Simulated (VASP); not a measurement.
# ScSn3Se (Pm-3m) in VASP: single point with PBE

Aim: the single point of ScSn3Se with PBE.

All numbers are computed with VASP 6.6.1; they aren't measurements. Logs are shortened: lines on timing, memory, paths and dates and some standing lists are left out, and cuts for length are marked.

### Step 1. The cell of the first run

The structure is cubic, space group Pm-3m (No. 221). The conventional cell has a = 5.563 Å, b = 5.563 Å, c = 5.563 Å, α = 90.00°, β = 90.00°, γ = 90.00°. Within 3.7 Å of Sc (site symmetry m-3m) lie 6 Sn at 2.78 Å. Within 3.7 Å of Sn (site symmetry 4/mmm) lie 2 Sc at 2.78 Å. Within 5.2 Å of Se (site symmetry m-3m) lie 12 Sn at 3.93 Å and 8 Sc at 4.82 Å.

### Step 2. Single point, PBE

POSCAR

```
ScSn3Se
1.0
    5.5633819764      0.0000000000      0.0000000000
    0.0000000000      5.5633819764      0.0000000000
    0.0000000000      0.0000000000      5.5633819764
Sc Sn Se
1 3 1
Direct
    0.5000000000      0.5000000000      0.5000000000
    0.0000000000      0.5000000000      0.5000000000
    0.5000000000      0.0000000000      0.5000000000
    0.5000000000      0.5000000000      0.0000000000
    0.0000000000      0.0000000000      0.0000000000
```

INCAR.step1

```
PREC = Accurate
ENCUT = 520
EDIFF = 1E-7
ISMEAR = 0
SIGMA = 0.1
LREAL = False
LASPH = True
NELM = 100
ALGO = Normal
ISIF = 2
LWAVE = False
LCHARG = True
LMAXMIX = 4
GGA = PE
NBANDS = 38
```

KPOINTS.step1

```
regular mesh
0
Gamma
  8 8 8
```

INCAR.step2

```
PREC = Accurate
ENCUT = 520
EDIFF = 1E-7
ISMEAR = -5
SIGMA = 0.1
LREAL = False
LASPH = True
NELM = 100
ALGO = Normal
ISIF = 2
LWAVE = False
LCHARG = False
LMAXMIX = 4
GGA = PE
LORBIT = 10
NEDOS = 2001
ICHARG = 11
```

KPOINTS.step2

```
regular mesh
0
Gamma
  12 12 12
```

Potentials or basis: VASP PAW PBE potentials, release 64 (Sc_sv, Sn_d, Se).

On the command line:

```
> cat potpaw_PBE.64/Sc_sv/POTCAR potpaw_PBE.64/Sn_d/POTCAR potpaw_PBE.64/Se/POTCAR > POTCAR
> cp INCAR.step1 INCAR
> cp KPOINTS.step1 KPOINTS
> mpirun -np 1 vasp_std > vasp.out
> cp INCAR.step2 INCAR
> cp KPOINTS.step2 KPOINTS
> mpirun -np 1 vasp_std > vasp.out
```

OUTCAR:

```text
PREC = Accurate
   ENCUT = 520
   EDIFF = 1E-7
   ISMEAR = -5
   LREAL = False
   LASPH = True
   NELM = 100
   ISIF = 2
   GGA = PE
   LORBIT = 10
   ICHARG = 11

 ion  position               nearest neighbor table
   1  0.500  0.500  0.500-   2 2.78   3 2.78   4 2.78   4 2.78   3 2.78   2 2.78
   2  0.000  0.500  0.500-   1 2.78   1 2.78
   3  0.500  0.000  0.500-   1 2.78   1 2.78
   4  0.500  0.500  0.000-   1 2.78   1 2.78
   5  0.000  0.000  0.000-

  LATTYP: Found a simple cubic cell.
 ALAT       =     5.5633819764

  Lattice vectors:

 A1 = (   5.5633819764,   0.0000000000,   0.0000000000)
 A2 = (   0.0000000000,   5.5633819764,   0.0000000000)
 A3 = (   0.0000000000,   0.0000000000,   5.5633819764)

Analysis of symmetry for initial positions (statically):
=====================================================================
 Subroutine PRICEL returns:
 Original cell was already a primitive cell.

 Routine SETGRP: Setting up the symmetry group for a
 simple cubic supercell.

 Subroutine GETGRP returns: Found 48 space group operations
 (whereof 48 operations were pure point group operations)
 out of a pool of 48 trial point group operations.

The static configuration has the point symmetry O_h .

Analysis of symmetry for dynamics (positions and initial velocities):
=====================================================================
 Subroutine PRICEL returns:
 Original cell was already a primitive cell.

 Routine SETGRP: Setting up the symmetry group for a
 simple cubic supercell.

 Subroutine GETGRP returns: Found 48 space group operations
 (whereof 48 operations were pure point group operations)
 out of a pool of 48 trial point group operations.

The dynamic configuration has the point symmetry O_h .

 Subroutine INISYM returns: Found 48 space group operations
 (whereof 48 operations are pure point group operations),
 and found     1 'primitive' translations

----------------------------------------------------------------------------------------

                                     Primitive cell

  volume of cell :     172.1935

  direct lattice vectors                    reciprocal lattice vectors
     5.563381976  0.000000000  0.000000000     0.179746781  0.000000000  0.000000000
     0.000000000  5.563381976  0.000000000     0.000000000  0.179746781  0.000000000
     0.000000000  0.000000000  5.563381976     0.000000000  0.000000000  0.179746781

  length of vectors
     5.563381976  5.563381976  5.563381976     0.179746781  0.179746781  0.179746781

  position of ions in fractional coordinates (direct lattice)
     0.500000000  0.500000000  0.500000000
     0.000000000  0.500000000  0.500000000
     0.500000000  0.000000000  0.500000000
     0.500000000  0.500000000  0.000000000
     0.000000000  0.000000000  0.000000000

  ion indices of the primitive-cell ions
   primitive index   ion index
                 1           1
                 2           2
                 3           3
                 4           4
                 5           5

----------------------------------------------------------------------------------------

 KPOINTS: regular mesh

Automatic generation of k-mesh.
 Grid dimensions read from file:
 generate k-points for:   12   12   12

 Generating k-lattice:

  Cartesian coordinates                     Fractional coordinates (reciprocal lattice)
     0.014978898  0.000000000  0.000000000     0.083333333  0.000000000  0.000000000
     0.000000000  0.014978898  0.000000000     0.000000000  0.083333333  0.000000000
     0.000000000  0.000000000  0.014978898     0.000000000  0.000000000  0.083333333

  Length of vectors
     0.014978898  0.014978898  0.014978898

  Shift w.r.t. Gamma in fractional coordinates (k-lattice)
     0.000000000  0.000000000  0.000000000

 TETIRR: Found    854 inequivalent tetrahedra from    10368

 Subroutine IBZKPT returns following result:
 ===========================================

 Found     84 irreducible k-points:

 Following reciprocal coordinates:
            Coordinates               Weight
  0.000000  0.000000  0.000000      1.000000
  0.083333  0.000000  0.000000      6.000000
  0.166667  0.000000  0.000000      6.000000
  0.250000  0.000000  0.000000      6.000000
  0.333333  0.000000  0.000000      6.000000
  0.416667  0.000000  0.000000      6.000000
[... 16 lines left out ...]
  0.333333  0.333333  0.000000     12.000000
  0.416667  0.333333  0.000000     24.000000
 [... further k-points ...]
   k-points           NKPTS =     84   k-points in BZ     NKDIM =     84   number of bands    NBANDS=     35
   number of dos      NEDOS =   2001   number of ions     NIONS =      5
   total plane-waves  NPLWV =  74088
   dimension x,y,z NGX =    42 NGY =   42 NGZ =   42
   dimension x,y,z NGXF=    84 NGYF=   84 NGZF=   84
   ions per type =               1   3   1
   NGX,Y,Z   is equivalent  to a cutoff of  12.55, 12.55, 12.55 a.u.
   NGXF,Y,Z  is equivalent  to a cutoff of  25.10, 25.10, 25.10 a.u.
 SYSTEM =  unknown system
   PREC   = accura    normal or accurate (medium, high low for compatibility)
   ISTART =      0    job   : 0-new  1-cont  2-samecut
   ICHARG =     11    charge: 1-file 2-atom 10-const
   ISPIN  =      1    spin polarized calculation?
   LNONCOLLINEAR =      F non collinear calculations
   LSORBIT =      F    spin-orbit coupling
   LASPH  =      T    aspherical Exc in radial PAW
   ENCUT  =  520.0 eV  38.22 Ry    6.18 a.u.  10.34 10.34 10.34*2*pi/ulx,y,z
   NELM   =    100;   NELMIN=  2; NELMDL=  0     # of ELM steps
   EDIFF  = 0.1E-06   stopping-criterion for ELM
   LREAL  =      F    real-space projection
   EDIFFG = 0.1E-05   stopping-criterion for IOM
   NSW    =      0    number of steps for IOM
   IBRION =     -1    ionic relax: 0-MD 1-quasi-New 2-CG
   NFREE  =      0    steps in history (QN), initial steepest desc. (CG)
   ISIF   =      2    stress and relaxation
   ISYM   =      2    0-nonsym 1-usesym 2-fastsym
   POTIM  = 0.5000    time-step for ionic-motion
   TEBEG  =    0.0;   TEEND  =   0.0 temperature during run
   PSTRESS=    0.0 pullay stress
   NELECT =      59.0000    total number of electrons
   NUPDOWN=      -1.0000    fix difference up-down
   EMIN   =  10.00;   EMAX   =-10.00  energy-range for DOS
   EFERMI =   0.00;   METHOD = LEGACY
   ISMEAR =    -5;   SIGMA  =   0.10  broadening in eV -4-tet -1-fermi 0-gaus
   EFERMI_NEDOS =   21; number of points for ismear=-14 and -15
   IALGO  =     38    algorithm
   IMIX   =      4    mixing-type and parameters
     AMIX     =   0.40;   BMIX     =  1.00
     AMIX_MAG =   1.60;   BMIX_MAG =  1.00
  volume/ion in A,a.u.               =      34.44       232.40
  Fermi-wavevector in a.u.,A,eV,Ry     =   1.145566  2.164805 17.855204  1.312320
  Thomas-Fermi vector in A             =   2.282253
   LORBIT       =     10    0 simple, 1 ext, 2 COOP (PROOUT), +10 PAW based schemes
   GGA     = PE    functional components
   LHFCALC =     F    Hartree Fock is set to
   AEXX    =    0.0000 exact exchange contribution
   IVDW    =     0    specifies the selected vdW correction
   LEPSILON=     F    determine dielectric tensor
   LRPA    =     F    only Hartree local field effects (RPA)
 non-spin polarized calculation
 Fermi weights with tetrahedron method with Bloechl corrections
  energy-cutoff  :      520.00
  volume of cell :      172.19
 maximum number of plane-waves:      4697
 NGX is ok and might be reduce to    42

 number of electron      59.0000033 magnetization

 Free energy of the ion-electron system (eV)
  ---------------------------------------------------
  ext. energy  EPLUGINS =         0.00000000
  ---------------------------------------------------
  free energy    TOTEN  =       -19.04332892 eV

  energy without entropy =      -19.04332892  energy(sigma->0) =      -19.04332892

 E-fermi :   3.2570     XC(G=0):  -8.7277

 val. band max:        3.3117329726   @ k =   0.5000   0.5000   0.0833
 cond. band min:       3.2118684041   @ k =   0.5000   0.5000   0.0000
 fundamental gap:     -0.0998645685
 Fermi energy:         3.2570427843

 k-point     1 :       0.0000    0.0000    0.0000
  band No.  band energies     occupation
      1     -45.1888      2.00000
      2     -23.9119      2.00000
      3     -23.9119      2.00000
      4     -23.9119      2.00000
      5     -17.9260      2.00000
      6     -17.9260      2.00000
[... 27 lines left out ...]
     34       5.1630      0.00000
     35       5.1630      0.00000

 k-point     2 :       0.0833    0.0000    0.0000
  band No.  band energies     occupation
      1     -45.1887      2.00000
      2     -23.9132      2.00000
      3     -23.9120      2.00000
      4     -23.9120      2.00000
      5     -17.9260      2.00000
      6     -17.9256      2.00000
[... 27 lines left out ...]
     34       5.5284      0.00000
     35       5.5285      0.00000

 k-point     3 :       0.1667    0.0000    0.0000
  band No.  band energies     occupation
      1     -45.1887      2.00000
      2     -23.9167      2.00000
      3     -23.9121      2.00000
      4     -23.9121      2.00000
      5     -17.9259      2.00000
      6     -17.9246      2.00000
[... 27 lines left out ...]
     34       5.8130      0.00000
     35       5.8401      0.00000

 k-point     4 :       0.2500    0.0000    0.0000
  band No.  band energies     occupation
      1     -45.1886      2.00000
      2     -23.9215      2.00000
      3     -23.9122      2.00000
      4     -23.9122      2.00000
      5     -17.9258      2.00000
      6     -17.9229      2.00000
[... 27 lines left out ...]
     34       5.3524      0.00000
     35       5.9623      0.00000

 k-point     5 :       0.3333    0.0000    0.0000
  band No.  band energies     occupation
      1     -45.1886      2.00000
      2     -23.9262      2.00000
      3     -23.9124      2.00000
      4     -23.9124      2.00000
      5     -17.9258      2.00000
      6     -17.9209      2.00000
[... 638 lines left out ...]
 k-point    22 :       0.5000    0.2500    0.0000
  band No.  band energies     occupation
      1     -45.1884      2.00000
      2     -23.9313      2.00000
      3     -23.9221      2.00000
      4     -23.9129      2.00000
      5     -17.9234      2.00000
      6     -17.9182      2.00000
[... 27 lines left out ...]
     34       5.2878      0.00000
     35       5.8011      0.00000

 k-point    23 :       0.3333    0.3333    0.0000
  band No.  band energies     occupation
      1     -45.1884      2.00000
      2     -23.9267      2.00000
      3     -23.9267      2.00000
      4     -23.9129      2.00000
      5     -17.9225      2.00000
      6     -17.9202      2.00000
[... 27 lines left out ...]
     34       5.3101      0.00000
     35       6.3766      0.00000

 k-point    24 :       0.4167    0.3333    0.0000
  band No.  band energies     occupation
      1     -45.1883      2.00000
      2     -23.9302      2.00000
      3     -23.9268      2.00000
      4     -23.9130      2.00000
      5     -17.9220      2.00000
      6     -17.9191      2.00000
[... 27 lines left out ...]
     34       5.2839      0.00000
     35       6.3796      0.00000

 [... further k-points ...]
[... 5 lines left out ...]
  --------------------------------------------------------------------------------------
  -------------------------------------------------------------------------------------
  Total        0.3169725      0.3169725      0.3169725      0.0000000     -0.0000000      0.0000000
  in kB        2.9492766      2.9492766      2.9492766      0.0000000     -0.0000000      0.0000000
  external PRESSURE =       2.9492766 kB  Pullay stress =       0.0000000 kB

 VOLUME and BASIS-vectors are now :
 -----------------------------------------------------------------------------
  energy-cutoff  :      520.00
  volume of cell :      172.19
      direct lattice vectors                 reciprocal lattice vectors
     5.563381976  0.000000000  0.000000000     0.179746781  0.000000000  0.000000000
     0.000000000  5.563381976  0.000000000     0.000000000  0.179746781  0.000000000
     0.000000000  0.000000000  5.563381976     0.000000000  0.000000000  0.179746781

 POSITION                                       TOTAL-FORCE (eV/Angst)
 -----------------------------------------------------------------------------------
      2.78169      2.78169      2.78169         0.000000      0.000000      0.000000
      0.00000      2.78169      2.78169         0.000000      0.000000      0.000000
      2.78169      0.00000      2.78169         0.000000      0.000000      0.000000
      2.78169      2.78169      0.00000         0.000000      0.000000      0.000000
      0.00000      0.00000      0.00000         0.000000      0.000000      0.000000
 -----------------------------------------------------------------------------------
    total drift:                                0.000000     -0.000000     -0.000000

  FREE ENERGIE OF THE ION-ELECTRON SYSTEM (eV)
  ---------------------------------------------------
  free  energy   TOTEN  =       -19.0433289185 eV

  energy  without entropy=      -19.0433289185  energy(sigma->0) =      -19.04332892

 total charge

# of ion       s       p       d       tot
------------------------------------------
    1        2.240   6.203   1.219   9.663
    2        1.298   0.918   9.937  12.153
    3        1.298   0.918   9.937  12.153
    4        1.298   0.918   9.937  12.153
    5        1.497   2.115   0.004   3.616
--------------------------------------------------
tot          7.632  11.073  31.034  49.738
```

Run time: 5.7 min. Hardware: 1 thread of Intel Xeon Platinum 8488C (Sapphire Rapids), shared host; peak memory 0.59 GiB.

Results:

```
Valence electrons inside the program's atomic spheres : Sc 9.66; Sn 12.15; Se 3.62
```

Caveat: spin-orbit coupling is left out, which moves the levels of the heavy elements; tetrahedron occupations give inexact forces and stress in metals.
